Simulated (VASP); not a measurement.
# Mg5Te2 (R3m) in VASP: further runs

Runs on Mg5Te2. Level: PBE. Tasks: single point.

Everything below comes from runs of VASP 6.6.1. Logs are shortened: lines on timing, memory, paths and dates and some standing lists are left out, and cuts for length are marked.

## (1) The cell of the first run

The structure is trigonal, space group R3m (No. 160). The conventional cell has a = 6.101 Å, b = 6.101 Å, c = 17.187 Å, α = 90.00°, β = 90.00°, γ = 120.00°. Mg (site symmetry m) has 3 Te at 2.95 to 3.06 Å and 7 Mg at 3.01 to 3.40 Å within 3.9 Å. Within 4.4 Å of Mg (site symmetry 3m) lie 9 Mg at 3.32 to 3.52 Å and 3 Te at 3.57 Å. Mg (site symmetry 3m) has 4 Te at 2.81 to 3.59 Å and 6 Mg at 3.19 to 3.52 Å within 3.7 Å. Te (site symmetry 3m) has 9 Mg at 2.95 to 3.59 Å and 1 Te at 3.63 Å within 3.9 Å. Te (site symmetry 3m) has 7 Mg at 2.81 to 3.06 Å and 1 Te at 3.63 Å within 3.7 Å.

## (2) Single point, PBE

Contents of INCAR:

```
PREC     = Accurate       # precision mode
ENCUT    = 520            # plane-wave cutoff, eV
EDIFF    = 1E-7           # SCF threshold, eV
ISMEAR   = 0              # smearing method
SIGMA    = 0.2            # smearing width, eV
LREAL    = F              # projectors in reciprocal space
LASPH    = T              # aspherical terms in the spheres
NELM     = 60             # most SCF steps
ALGO     = Normal         # electronic algorithm
ISIF     = 2              # what is computed and relaxed
LWAVE    = F              # write WAVECAR
LCHARG   = F              # write CHGCAR
GGA      = PE             # functional
NBANDS   = 20             # bands
```

Contents of KPOINTS:

```
regular mesh
0
Gamma
  3 3 3
```

Contents of POSCAR:

```
Mg5Te2
1.0
    3.0505984012      1.7612638081      5.7290291426
   -3.0505984012      1.7612638081      5.7290291426
    0.0000000000     -3.5225276163      5.7290291426
Mg Te
5 2
Direct
    0.4673433665      0.9745001325      0.4673433665
    0.4673433665      0.4673433665      0.9745001325
    0.9745001325      0.4673433665      0.4673433665
    0.4733917145      0.4733917145      0.4733917145
    0.1476253022      0.1476253022      0.1476253022
    0.7731142607      0.7731142607      0.7731142607
    0.9843169971      0.9843169971      0.9843169971
```

Potentials or basis: VASP PAW PBE potentials, release 64 (Mg, Te).

The run is started by

```console
> cat potpaw_PBE.64/Mg/POTCAR potpaw_PBE.64/Te/POTCAR > POTCAR
> mpirun -np 1 vasp_std > vasp.out
```

OUTCAR:

```text
PREC = Accurate
   ENCUT = 520
   EDIFF = 1E-7
   ISMEAR = 0
   LREAL = F
   LASPH = T
   NELM = 60
   ISIF = 2
   GGA = PE

 ion  position               nearest neighbor table
   1  0.467  0.975  0.467-   6 2.95   3 3.01   2 3.01   7 3.06   7 3.06   3 3.09   2 3.09   5 3.19
                             4 3.32   4 3.40
   2  0.467  0.467  0.975-   6 2.95   3 3.01   1 3.01   7 3.06   7 3.06   1 3.09   3 3.09   5 3.19
                             4 3.32   4 3.40
   3  0.975  0.467  0.467-   6 2.95   1 3.01   2 3.01   7 3.06   7 3.06   1 3.09   2 3.09   5 3.19
                             4 3.32   4 3.40
   4  0.473  0.473  0.473-   3 3.32   1 3.32   2 3.32   1 3.40   3 3.40   2 3.40   5 3.52   5 3.52
                             5 3.52   6 3.57   6 3.57   6 3.57
   5  0.148  0.148  0.148-   7 2.81   2 3.19   3 3.19   1 3.19   4 3.52   4 3.52   4 3.52   6 3.59
                             6 3.59   6 3.59
   6  0.773  0.773  0.773-   2 2.95   1 2.95   3 2.95   4 3.57   4 3.57   4 3.57   5 3.59   5 3.59
                             5 3.59   7 3.63
   7  0.984  0.984  0.984-   5 2.81   2 3.06   2 3.06   1 3.06   3 3.06   1 3.06   3 3.06   6 3.63

  LATTYP: Found a trigonal (rhomboedric) cell.
 ALAT       =     6.7253234661
 COS(alpha) =     0.5884963254

  Lattice vectors:

 A1 = (   3.0505984012,   1.7612638081,   5.7290291426)
 A2 = (  -3.0505984012,   1.7612638081,   5.7290291426)
 A3 = (   0.0000000000,  -3.5225276163,   5.7290291426)

Analysis of symmetry for initial positions (statically):
=====================================================================
 Subroutine PRICEL returns:
 Original cell was already a primitive cell.

 Routine SETGRP: Setting up the symmetry group for a
 trigonal (rhombohedral) supercell.

 Subroutine GETGRP returns: Found  6 space group operations
 (whereof  6 operations were pure point group operations)
 out of a pool of 12 trial point group operations.

The static configuration has the point symmetry C_3v.

Analysis of symmetry for dynamics (positions and initial velocities):
=====================================================================
 Subroutine PRICEL returns:
 Original cell was already a primitive cell.

 Routine SETGRP: Setting up the symmetry group for a
 trigonal (rhombohedral) supercell.

 Subroutine GETGRP returns: Found  6 space group operations
 (whereof  6 operations were pure point group operations)
 out of a pool of 12 trial point group operations.

The dynamic configuration has the point symmetry C_3v.

 Subroutine INISYM returns: Found  6 space group operations
 (whereof  6 operations are pure point group operations),
 and found     1 'primitive' translations

----------------------------------------------------------------------------------------

                                     Primitive cell

  volume of cell :     184.6893

  direct lattice vectors                    reciprocal lattice vectors
     3.050598401  1.761263808  5.729029143     0.163902269  0.094629019  0.058183215
    -3.050598401  1.761263808  5.729029143    -0.163902269  0.094629019  0.058183215
     0.000000000 -3.522527616  5.729029143     0.000000000 -0.189258038  0.058183215

  length of vectors
     6.725323466  6.725323466  6.725323466     0.197999726  0.197999726  0.197999726

  position of ions in fractional coordinates (direct lattice)
     0.467343367  0.974500132  0.467343367
     0.467343367  0.467343367  0.974500132
     0.974500132  0.467343367  0.467343367
     0.473391715  0.473391715  0.473391715
     0.147625302  0.147625302  0.147625302
     0.773114261  0.773114261  0.773114261
     0.984316997  0.984316997  0.984316997

  ion indices of the primitive-cell ions
   primitive index   ion index
                 1           1
                 2           2
                 3           3
                 4           4
                 5           5
                 6           6
                 7           7

----------------------------------------------------------------------------------------

 KPOINTS: regular mesh

Automatic generation of k-mesh.
 Grid dimensions read from file:
 generate k-points for:    3    3    3

 Generating k-lattice:

  Cartesian coordinates                     Fractional coordinates (reciprocal lattice)
     0.054634090  0.031543006  0.019394405     0.333333333 -0.000000000  0.000000000
    -0.054634090  0.031543006  0.019394405    -0.000000000  0.333333333  0.000000000
     0.000000000 -0.063086013  0.019394405     0.000000000  0.000000000  0.333333333

  Length of vectors
     0.065999909  0.065999909  0.065999909

  Shift w.r.t. Gamma in fractional coordinates (k-lattice)
     0.000000000  0.000000000  0.000000000

 Subroutine IBZKPT returns following result:
 ===========================================

 Found      6 irreducible k-points:

 Following reciprocal coordinates:
            Coordinates               Weight
  0.000000  0.000000  0.000000      1.000000
  0.333333 -0.000000  0.000000      6.000000
  0.333333  0.333333  0.000000      6.000000
 -0.333333  0.333333  0.000000      6.000000
  0.333333  0.333333  0.333333      2.000000
 -0.333333  0.333333  0.333333      6.000000
   k-points           NKPTS =      6   k-points in BZ     NKDIM =      6   number of bands    NBANDS=     20
   number of dos      NEDOS =    301   number of ions     NIONS =      7
   total plane-waves  NPLWV = 125000
   dimension x,y,z NGX =    50 NGY =   50 NGZ =   50
   dimension x,y,z NGXF=   100 NGYF=  100 NGZF=  100
   ions per type =               5   2
   NGX,Y,Z   is equivalent  to a cutoff of  12.36, 12.36, 12.36 a.u.
   NGXF,Y,Z  is equivalent  to a cutoff of  24.72, 24.72, 24.72 a.u.
 SYSTEM =  unknown system
   PREC   = accura    normal or accurate (medium, high low for compatibility)
   ISTART =      0    job   : 0-new  1-cont  2-samecut
   ICHARG =      2    charge: 1-file 2-atom 10-const
   ISPIN  =      1    spin polarized calculation?
   LNONCOLLINEAR =      F non collinear calculations
   LSORBIT =      F    spin-orbit coupling
   LASPH  =      T    aspherical Exc in radial PAW
   ENCUT  =  520.0 eV  38.22 Ry    6.18 a.u.  12.50 12.50 12.50*2*pi/ulx,y,z
   NELM   =     60;   NELMIN=  2; NELMDL= -5     # of ELM steps
   EDIFF  = 0.1E-06   stopping-criterion for ELM
   LREAL  =      F    real-space projection
   EDIFFG = 0.1E-05   stopping-criterion for IOM
   NSW    =      0    number of steps for IOM
   IBRION =     -1    ionic relax: 0-MD 1-quasi-New 2-CG
   NFREE  =      0    steps in history (QN), initial steepest desc. (CG)
   ISIF   =      2    stress and relaxation
   ISYM   =      2    0-nonsym 1-usesym 2-fastsym
   POTIM  = 0.5000    time-step for ionic-motion
   TEBEG  =    0.0;   TEEND  =   0.0 temperature during run
   PSTRESS=    0.0 pullay stress
   NELECT =      22.0000    total number of electrons
   NUPDOWN=      -1.0000    fix difference up-down
   EMIN   =  10.00;   EMAX   =-10.00  energy-range for DOS
   EFERMI =   0.00;   METHOD = LEGACY
   ISMEAR =     0;   SIGMA  =   0.20  broadening in eV -4-tet -1-fermi 0-gaus
   EFERMI_NEDOS =   21; number of points for ismear=-14 and -15
   IALGO  =     38    algorithm
   IMIX   =      4    mixing-type and parameters
     AMIX     =   0.40;   BMIX     =  1.00
     AMIX_MAG =   1.60;   BMIX_MAG =  1.00
  volume/ion in A,a.u.               =      26.38       178.05
  Fermi-wavevector in a.u.,A,eV,Ry     =   0.805505  1.522185  8.827991  0.648839
  Thomas-Fermi vector in A             =   1.913763
   LORBIT       =      0    0 simple, 1 ext, 2 COOP (PROOUT), +10 PAW based schemes
   GGA     = PE    functional components
   LHFCALC =     F    Hartree Fock is set to
   AEXX    =    0.0000 exact exchange contribution
   IVDW    =     0    specifies the selected vdW correction
   LEPSILON=     F    determine dielectric tensor
   LRPA    =     F    only Hartree local field effects (RPA)
 non-spin polarized calculation
 Gauss-broadening in eV      SIGMA  =   0.20
  energy-cutoff  :      520.00
  volume of cell :      184.69
 maximum number of plane-waves:      4995
 NGX is ok and might be reduce to    50
   NGX = 25   NGY = 25   NGZ = 25

 number of electron      22.0000000 magnetization

 Free energy of the ion-electron system (eV)
  ---------------------------------------------------
  ext. energy  EPLUGINS =         0.00000000
  ---------------------------------------------------
  free energy    TOTEN  =       -15.27723064 eV

  energy without entropy =      -15.21002592  energy(sigma->0) =      -15.24362828

 E-fermi :   4.0320     XC(G=0):  -8.6444

 val. band max:        3.9844728548   @ k =   0.0000   0.0000   0.0000
 cond. band min:       4.0613496230   @ k =   0.3333   0.3333   0.3333
 fundamental gap:      0.0768767682
 Fermi energy:         4.0319656915

 k-point     1 :       0.0000    0.0000    0.0000
  band No.  band energies     occupation
      1      -7.9618      2.00000
      2      -6.6607      2.00000
      3      -0.2761      2.00000
      4      -0.1540      2.00000
      5       0.1637      2.00000
      6       0.1637      2.00000
[... 12 lines left out ...]
     19       8.2683      0.00000
     20       9.6003      0.00000

 k-point     2 :       0.3333   -0.0000    0.0000
  band No.  band energies     occupation
      1      -7.7588      2.00000
      2      -6.8507      2.00000
      3      -1.5453      2.00000
      4      -0.3831      2.00000
      5      -0.1969      2.00000
      6       0.7850      2.00000
[... 12 lines left out ...]
     19       8.1463      0.00000
     20       9.1453      0.00000

 k-point     3 :       0.3333    0.3333    0.0000
  band No.  band energies     occupation
      1      -7.6761      2.00000
      2      -6.9578      2.00000
      3      -1.2670      2.00000
      4      -0.6020      2.00000
      5      -0.5240      2.00000
      6       0.0013      2.00000
[... 12 lines left out ...]
     19       8.0797      0.00000
     20       8.4074      0.00000

 k-point     4 :      -0.3333    0.3333    0.0000
  band No.  band energies     occupation
      1      -7.5569      2.00000
      2      -7.0542      2.00000
      3      -1.6279      2.00000
      4      -1.0840      2.00000
      5      -0.3817      2.00000
      6       0.9243      2.00000
[... 12 lines left out ...]
     19       8.3879      0.00000
     20       8.7147      0.00000

 k-point     5 :       0.3333    0.3333    0.3333
  band No.  band energies     occupation
      1      -7.7671      2.00000
      2      -6.9358      2.00000
      3      -1.0805      2.00000
      4      -0.0588      2.00000
      5      -0.0588      2.00000
      6       0.5498      2.00000
[... 12 lines left out ...]
     19       7.5827      0.00000
     20       9.1684      0.00000

 k-point     6 :      -0.3333    0.3333    0.3333
  band No.  band energies     occupation
      1      -7.5502      2.00000
      2      -7.1074      2.00000
      3      -1.6708      2.00000
      4      -0.4508      2.00000
      5      -0.3170      2.00000
      6       0.5201      2.00000
[... 12 lines left out ...]
     19       7.7734      0.00000
     20       8.1872      0.00000

------------------------ aborting loop because EDIFF is reached ----------------------------------------

  FORCE on cell =-STRESS in cart. coord.  units (eV):
  Direction    XX          YY          ZZ          XY          YZ          ZX
  --------------------------------------------------------------------------------------
  -------------------------------------------------------------------------------------
  Total       -0.1987965     -0.1987965     -0.1006826      0.0000000      0.0000000      0.0000000
  in kB       -1.7245568     -1.7245568     -0.8734199      0.0000000      0.0000000      0.0000000
  external PRESSURE =      -1.4408445 kB  Pullay stress =       0.0000000 kB

 VOLUME and BASIS-vectors are now :
 -----------------------------------------------------------------------------
  energy-cutoff  :      520.00
  volume of cell :      184.69
      direct lattice vectors                 reciprocal lattice vectors
     3.050598401  1.761263808  5.729029143     0.163902269  0.094629019  0.058183215
    -3.050598401  1.761263808  5.729029143    -0.163902269  0.094629019  0.058183215
     0.000000000 -3.522527616  5.729029143     0.000000000 -0.189258038  0.058183215

 POSITION                                       TOTAL-FORCE (eV/Angst)
 -----------------------------------------------------------------------------------
     -1.54713      0.89324     10.93779         0.000950     -0.000548     -0.000224
      0.00000     -1.78647     10.93779        -0.000000      0.001097     -0.000224
      1.54713      0.89324     10.93779        -0.000950     -0.000548     -0.000224
      0.00000     -0.00000      8.13622        -0.000000     -0.000000      0.007816
      0.00000     -0.00000      2.53725        -0.000000     -0.000000      0.007133
      0.00000     -0.00000     13.28758        -0.000000     -0.000000      0.024679
      0.00000     -0.00000     16.91754        -0.000000      0.000000     -0.038958
 -----------------------------------------------------------------------------------
    total drift:                               -0.000000     -0.000000      0.000621

  FREE ENERGIE OF THE ION-ELECTRON SYSTEM (eV)
  ---------------------------------------------------
  free  energy   TOTEN  =       -15.2772306366 eV

  energy  without entropy=      -15.2100259200  energy(sigma->0) =      -15.24362828
```

It took 23 s on 1 thread of Intel Xeon 6975P-C (Granite Rapids), shared host; peak memory 0.35 GiB.

Results:

* Free energy: -15.2772 eV
* Pressure: -0.1 GPa
* Largest force: 0.039 eV/Å
* Band gap on the k mesh: zero (band 11 reaches 4.22 eV, above the bottom of band 12 at 3.65 eV)

Forces on the atoms (eV/Å):
```
Mg   0.001 -0.001  0.000
Mg   0.000  0.001  0.000
Mg  -0.001 -0.001  0.000
Mg   0.000  0.000  0.008
Mg   0.000  0.000  0.007
Te   0.000  0.000  0.025
Te   0.000  0.000 -0.039
```

Caveat: the k points lie up to 0.41 Å⁻¹ apart; spin-orbit coupling is left out, which moves the levels of the heavy elements.

## (3) Single point, PBE

Contents of INCAR:

```
SYSTEM = Mg5Te2
PREC     = Accurate       ! precision mode
ENCUT    = 600            ! plane-wave cutoff, eV
EDIFF    = 1E-6           ! SCF threshold, eV
ISMEAR   = 0              ! smearing method
SIGMA    = 0.1            ! smearing width, eV
LREAL    = .FALSE.        ! projectors in reciprocal space
LASPH    = .TRUE.         ! aspherical terms in the spheres
NELM     = 120            ! most SCF steps
ALGO     = Normal         ! electronic algorithm
ISIF     = 2              ! what is computed and relaxed
LWAVE    = .FALSE.        ! write WAVECAR
LCHARG   = .TRUE.         ! write CHGCAR
GGA      = PE             ! functional
LELF     = .TRUE.         ! ELF
LVHAR    = .TRUE.       
NBANDS   = 20             ! bands
GGA_COMPAT= .FALSE.
```

Contents of KPOINTS:

```
Automatic mesh
0
G
  3 3 3
  0 0 0
```

Contents of POSCAR:

```
Mg5Te2
1.0
    3.0505984012      1.7612638081      5.7290291426
   -3.0505984012      1.7612638081      5.7290291426
    0.0000000000     -3.5225276163      5.7290291426
Mg Te
5 2
Direct
    0.5326566335      0.0254998675      0.5326566335
    0.0254998675      0.5326566335      0.5326566335
    0.5326566335      0.5326566335      0.0254998675
    0.5266082855      0.5266082855      0.5266082855
    0.8523746978      0.8523746978      0.8523746978
    0.2268857393      0.2268857393      0.2268857393
    0.0156830029      0.0156830029      0.0156830029
```

Potentials or basis: VASP PAW PBE potentials, release 64 (Mg, Te).

The run is started by

```console
> cat potpaw_PBE.64/Mg/POTCAR potpaw_PBE.64/Te/POTCAR > POTCAR
> mpirun -np 1 vasp_std > vasp.out
```

Run time: 1.9 min. Hardware: 1 thread of Intel Xeon 8259CL, shared host; peak memory 0.38 GiB.

Results (log left out):

```
Free energy            : -15.2529 eV
Pressure               : -0.1 GPa
Largest force          : 0.079 eV/Å
Band gap on the k mesh : zero (band 11 reaches 4.23 eV, above the bottom of band 12 at 3.65 eV)
```

Forces on the atoms (eV/Å):
```
Mg  -0.006  0.004  0.016
Mg   0.006  0.004  0.016
Mg   0.000 -0.007  0.016
Mg   0.000  0.000 -0.026
Mg   0.000  0.000 -0.018
Te   0.000  0.000 -0.079
Te   0.000  0.000  0.074
```

Stress tensor (GPa, compression positive):
```
-0.25  0.00  0.00
 0.00 -0.25  0.00
 0.00  0.00  0.09
```

Levels at points of the mesh, in eV from the Fermi level:
| k point | band 7 | band 8 | band 9 | band 10 | band 11 | band 12 | band 13 | band 14 | band 15 | band 16 |
| --- | --- | --- | --- | --- | --- | --- | --- | --- | --- | --- |
| (0.00, 0.00, 0.00) | -3.23 | -3.04 | -3.04 | -1.11 | -0.19 | -0.09 | -0.09 | 0.69 | 0.69 | 1.73 |

Caveat: the k points lie up to 0.41 Å⁻¹ apart; spin-orbit coupling is left out, which moves the levels of the heavy elements.
